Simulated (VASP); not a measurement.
# CuO in VASP: notebook

The runs below take CuO through single point, relaxation of cell and atoms, with PBE, LDA, PBEsol.

All numbers are computed with VASP 6.6.1; they aren't measurements. Logs are shortened: lines on timing, memory, paths and dates and some standing lists are left out, and cuts for length are marked.

## Step 1: The cell of the first run

It takes space group I-4m2 (No. 119, tetragonal). Conventional cell: a = 3.291 Å, b = 3.291 Å, c = 4.701 Å, α = 90.00°, β = 90.00°, γ = 90.00°. Cu (site symmetry -4m2) has 4 O at 2.02 Å within 2.7 Å. Within 2.7 Å of O (site symmetry -4m2) lie 4 Cu at 2.02 Å.

## Step 2: Single point, PBE

File INCAR:

```
PREC = Accurate ; ENCUT = 520
EDIFF = 1E-7 ; ISMEAR = -1
SIGMA = 0.05 ; LREAL = False
LASPH = True ; NELM = 80
ALGO = Normal ; ISIF = 2
LWAVE = False ; LCHARG = False
GGA = PE ; NBANDS = 16
```

File KPOINTS:

```
Automatic mesh
0
Gamma
  8 8 8
```

File POSCAR:

```
CuO
1.0
    0.0000000000      2.3272527300      2.3505252573
    2.3272527300      0.0000000000      2.3505252573
    2.3272527300      2.3272527300      0.0000000000
Cu O
1 1
Direct
    0.0000000000      0.0000000000      0.0000000000
    0.2500000000      0.2500000000      0.2500000000
```

Potentials or basis: VASP PAW PBE potentials, release 64 (Cu, O).

Run with:

```
cat potpaw_PBE.64/Cu/POTCAR potpaw_PBE.64/O/POTCAR > POTCAR
mpirun -np 1 vasp_std > vasp.out
```

OUTCAR:

```text
PREC = Accurate
   ENCUT = 520
   EDIFF = 1E-7
   ISMEAR = -1
   LREAL = False
   LASPH = True
   NELM = 80
   ISIF = 2
   GGA = PE

 ion  position               nearest neighbor table
   1  0.000  0.000  0.000-   2 2.02   2 2.02   2 2.02   2 2.02
   2  0.250  0.250  0.250-   1 2.02   1 2.02   1 2.02   1 2.02

  LATTYP: Found a body centered tetragonal cell.
 ALAT       =     3.2912323738
 C/A-ratio  =     1.4283556980

  Lattice vectors:

 A1 = (  -2.3272527300,   0.0000000000,   2.3505252573)
 A2 = (   2.3272527300,   0.0000000000,   2.3505252573)
 A3 = (   0.0000000000,   2.3272527300,  -2.3505252573)

Analysis of symmetry for initial positions (statically):
=====================================================================
 Subroutine PRICEL returns:
 Original cell was already a primitive cell.

 Routine SETGRP: Setting up the symmetry group for a
 body centered tetragonal supercell.

 Subroutine GETGRP returns: Found  8 space group operations
 (whereof  8 operations were pure point group operations)
 out of a pool of 16 trial point group operations.

The static configuration has the point symmetry D_2d.

Analysis of symmetry for dynamics (positions and initial velocities):
=====================================================================
 Subroutine PRICEL returns:
 Original cell was already a primitive cell.

 Routine SETGRP: Setting up the symmetry group for a
 body centered tetragonal supercell.

 Subroutine GETGRP returns: Found  8 space group operations
 (whereof  8 operations were pure point group operations)
 out of a pool of 16 trial point group operations.

The dynamic configuration has the point symmetry D_2d.

 Subroutine INISYM returns: Found  8 space group operations
 (whereof  8 operations are pure point group operations),
 and found     1 'primitive' translations

----------------------------------------------------------------------------------------

                                     Primitive cell

  volume of cell :      25.4614

  direct lattice vectors                    reciprocal lattice vectors
     0.000000000  2.327252730  2.350525257    -0.214845596  0.214845596  0.212718412
     2.327252730  0.000000000  2.350525257     0.214845596 -0.214845596  0.212718412
     2.327252730  2.327252730  0.000000000     0.214845596  0.214845596 -0.212718412

  length of vectors
     3.307729471  3.307729471  3.291232374     0.370899424  0.370899424  0.370899424

[... 73 lines left out ...]
   ICHARG =      2    charge: 1-file 2-atom 10-const
   ISPIN  =      1    spin polarized calculation?
   LNONCOLLINEAR =      F non collinear calculations
   LSORBIT =      F    spin-orbit coupling
   LASPH  =      T    aspherical Exc in radial PAW
   ENCUT  =  520.0 eV  38.22 Ry    6.18 a.u.   6.15  6.15  6.12*2*pi/ulx,y,z
   NELM   =     80;   NELMIN=  2; NELMDL= -5     # of ELM steps
   EDIFF  = 0.1E-06   stopping-criterion for ELM
   LREAL  =      F    real-space projection
   EDIFFG = 0.1E-05   stopping-criterion for IOM
   NSW    =      0    number of steps for IOM
   IBRION =     -1    ionic relax: 0-MD 1-quasi-New 2-CG
   NFREE  =      0    steps in history (QN), initial steepest desc. (CG)
   ISIF   =      2    stress and relaxation
   ISYM   =      2    0-nonsym 1-usesym 2-fastsym
   POTIM  = 0.5000    time-step for ionic-motion
   TEBEG  =    0.0;   TEEND  =   0.0 temperature during run
   PSTRESS=    0.0 pullay stress
   NELECT =      17.0000    total number of electrons
   NUPDOWN=      -1.0000    fix difference up-down
   EMIN   =  10.00;   EMAX   =-10.00  energy-range for DOS
   EFERMI =   0.00;   METHOD = LEGACY
   ISMEAR =    -1;   SIGMA  =   0.05  broadening in eV -4-tet -1-fermi 0-gaus
   EFERMI_NEDOS =   21; number of points for ismear=-14 and -15
   IALGO  =     38    algorithm
   IMIX   =      4    mixing-type and parameters
     AMIX     =   0.40;   BMIX     =  1.00
     AMIX_MAG =   1.60;   BMIX_MAG =  1.00
  volume/ion in A,a.u.               =      12.73        85.91
  Fermi-wavevector in a.u.,A,eV,Ry     =   1.430860  2.703933 27.856027  2.047360
  Thomas-Fermi vector in A             =   2.550659
   LORBIT       =      0    0 simple, 1 ext, 2 COOP (PROOUT), +10 PAW based schemes
   GGA     = PE    functional components
   LHFCALC =     F    Hartree Fock is set to
   AEXX    =    0.0000 exact exchange contribution
   IVDW    =     0    specifies the selected vdW correction
   LEPSILON=     F    determine dielectric tensor
   LRPA    =     F    only Hartree local field effects (RPA)
 non-spin polarized calculation
  energy-cutoff  :      520.00
  volume of cell :       25.46
 maximum number of plane-waves:       700
 NGX is ok and might be reduce to    28
   NGX = 13   NGY = 13   NGZ = 13

 number of electron      16.9999995 magnetization

 Free energy of the ion-electron system (eV)
  ---------------------------------------------------
  ext. energy  EPLUGINS =         0.00000000
  ---------------------------------------------------
  free energy    TOTEN  =        -9.49624706 eV

  energy without entropy =       -9.47492355  energy(sigma->0) =       -9.48558531

 E-fermi :   2.9665     XC(G=0): -10.5220

 val. band max:        2.9628929626   @ k =   0.5000   0.0000   0.0000
 cond. band min:       2.9985376132   @ k =  -0.3750   0.0000   0.1250
 fundamental gap:      0.0356446506
 Fermi energy:         2.9664809164

 k-point     1 :       0.0000    0.0000    0.0000
  band No.  band energies     occupation
      1     -15.2370      2.00000
      2      -1.3441      2.00000
      3      -1.3309      2.00000
      4      -1.3309      2.00000
      5       1.1391      2.00000
      6       1.1597      2.00000
[... 433 lines left out ...]
      3      -1.1660      2.00000
      4      -1.0936      2.00000
      5       1.0886      2.00000
      6       1.2378      2.00000
[... 8 lines left out ...]
     15      23.0587      0.00000
     16      24.1601      0.00000

 [... further k-points ...]
[... 5 lines left out ...]
  --------------------------------------------------------------------------------------
  -------------------------------------------------------------------------------------
  Total       -1.5901761     -1.5901761     -1.6402681      0.0000000      0.0000000      0.0000000
  in kB     -100.0630650   -100.0630650   -103.2151404      0.0000000      0.0000000      0.0000000
  external PRESSURE =    -101.1137568 kB  Pullay stress =       0.0000000 kB

 VOLUME and BASIS-vectors are now :
 -----------------------------------------------------------------------------
  energy-cutoff  :      520.00
  volume of cell :       25.46
      direct lattice vectors                 reciprocal lattice vectors
     0.000000000  2.327252730  2.350525257    -0.214845596  0.214845596  0.212718412
     2.327252730  0.000000000  2.350525257     0.214845596 -0.214845596  0.212718412
     2.327252730  2.327252730  0.000000000     0.214845596  0.214845596 -0.212718412

 POSITION                                       TOTAL-FORCE (eV/Angst)
 -----------------------------------------------------------------------------------
      0.00000      0.00000      0.00000         0.000000      0.000000     -0.000000
      1.16363      1.16363      1.17526        -0.000000     -0.000000      0.000000
 -----------------------------------------------------------------------------------
    total drift:                               -0.000005     -0.000005      0.000012

  FREE ENERGIE OF THE ION-ELECTRON SYSTEM (eV)
  ---------------------------------------------------
  free  energy   TOTEN  =        -9.4962470645 eV

  energy  without entropy=       -9.4749235479  energy(sigma->0) =       -9.48558531
```

OSZICAR:

```text
N       E                     dE             d eps       ncg     rms          rms(c)
DAV:   1     0.994941984730E+02    0.99494E+02   -0.81660E+03  1976   0.146E+03
DAV:   2    -0.612133609687E+01   -0.10562E+03   -0.93733E+02  2032   0.278E+02
DAV:   3    -0.125037854944E+02   -0.63824E+01   -0.61038E+01  2376   0.709E+01
DAV:   4    -0.125864762739E+02   -0.82691E-01   -0.82635E-01  2200   0.797E+00
DAV:   5    -0.125880261002E+02   -0.15498E-02   -0.15498E-02  2528   0.113E+00    0.120E+01
DAV:   6    -0.117780020870E+02    0.81002E+00   -0.21617E+01  2176   0.116E+02    0.110E+01
DAV:   7    -0.950106041674E+01    0.22769E+01   -0.74428E+00  2448   0.898E+01    0.161E+00
DAV:   8    -0.951919572674E+01   -0.18135E-01   -0.44274E-01  1968   0.560E+00    0.108E+00
DAV:   9    -0.949920647492E+01    0.19989E-01   -0.48964E-02  3248   0.490E+00    0.504E-01
DAV:  10    -0.949631712831E+01    0.28893E-02   -0.71324E-03  2888   0.165E+00    0.268E-01
DAV:  11    -0.949615539028E+01    0.16174E-03   -0.25624E-03  2184   0.484E-01    0.524E-02
DAV:  12    -0.949619607944E+01   -0.40689E-04   -0.67258E-05  2864   0.138E-01    0.529E-02
DAV:  13    -0.949624923626E+01   -0.53157E-04   -0.74777E-05  2592   0.113E-01    0.141E-02
DAV:  14    -0.949624743144E+01    0.18048E-05   -0.26859E-06  2944   0.340E-02    0.782E-03
DAV:  15    -0.949624707195E+01    0.35949E-06   -0.22837E-06  2560   0.148E-02    0.569E-04
DAV:  16    -0.949624706446E+01    0.74945E-08   -0.23853E-08  1816   0.134E-03
   1 F= -.94962471E+01 E0= -.94855853E+01  d E =-.213235E-01
```

It took 56 s on 1 thread of Intel Xeon 6975P-C, shared host; peak memory 0.16 GiB.

Results:

```
Free energy : -9.4962 eV
Pressure    : -10.1 GPa
```

Levels at points of the mesh, in eV from the Fermi level:
```tsv
k point	band 7	band 8	band 9	band 10	band 11	band 12
(0.00, 0.00, 0.00)	0.69	0.71	0.71	0.88	13.79	13.79
(0.50, 0.00, 0.00)	-1.65	-0.01	0.00	5.78	7.60	13.38
(0.50, 0.50, 0.00)	-1.29	-1.01	-1.01	5.78	9.08	11.37
(0.50, 0.00, 0.50)	-1.26	-1.02	-0.99	5.77	9.15	11.32
```

Caveat: an odd number of electrons without spin polarisation forces a metal; a magnetic or distorted state may lie lower; semilocal functionals often make such compounds metallic where correlation or magnetic order opens a gap, which also shifts bond lengths.

## Step 3: Single point, LDA

This run uses another cell than the first one, of 10.60 Å³/atom, 0.833 times its volume.

File INCAR:

```
ALGO = Normal
EDIFF = 1E-6
ENCUT = 520
GGA = CA
ISIF = 2
ISMEAR = -1
LASPH = True
LCHARG = True
LELF = True
LREAL = False
LVHAR = True
LWAVE = False
NBANDS = 16
NELM = 80
PREC = Accurate
SIGMA = 0.05
```

File KPOINTS:

```
k-points
0
Gamma
  8 8 8
```

File POSCAR:

```
CuO
1.0
    0.0000000000      2.1966331179      2.1966331179
    2.1966331179      0.0000000000      2.1966331179
    2.1966331179      2.1966331179      0.0000000000
Cu O
1 1
Direct
    0.0000000000      0.0000000000      0.0000000000
    0.2500000000      0.2500000000      0.2500000000
```

Potentials or basis: VASP PAW LDA potentials, release 64 (Cu, O).

Run with:

```
cat potpaw_LDA.64/Cu/POTCAR potpaw_LDA.64/O/POTCAR > POTCAR
mpirun -np 1 vasp_std > vasp.out
```

Wall time 5.6 s (1 thread of Intel Xeon Platinum 8488C (Sapphire Rapids), shared host); peak memory 0.13 GiB.

It converged, with:

```yaml
Free_energy: -11.3552 eV
Pressure: 0.7 GPa
```

Levels at points of the mesh, in eV from the Fermi level:
| k point | band 5 | band 6 | band 7 | band 8 | band 9 | band 10 | band 11 | band 12 | band 13 | band 14 |
| --- | --- | --- | --- | --- | --- | --- | --- | --- | --- | --- |
| (0.00, 0.00, 0.00) | -2.29 | -2.29 | 0.90 | 0.90 | 0.90 | 1.10 | 14.72 | 14.72 | 14.72 | 21.60 |
| (0.50, 0.00, 0.00) | -2.16 | -2.16 | -2.04 | -0.03 | -0.03 | 6.40 | 8.16 | 14.31 | 14.31 | 18.51 |
| (0.50, 0.50, 0.00) | -2.65 | -2.02 | -1.55 | -1.32 | -1.32 | 5.89 | 10.71 | 11.55 | 15.41 | 15.41 |

Caveat: an odd number of electrons without spin polarisation forces a metal; a magnetic or distorted state may lie lower; semilocal functionals often make such compounds metallic where correlation or magnetic order opens a gap, which also shifts bond lengths. With open d or f shells a metallic result of LDA can be an artefact of self-interaction; +U or a hybrid may open a gap.

[end of part 1 of 2]
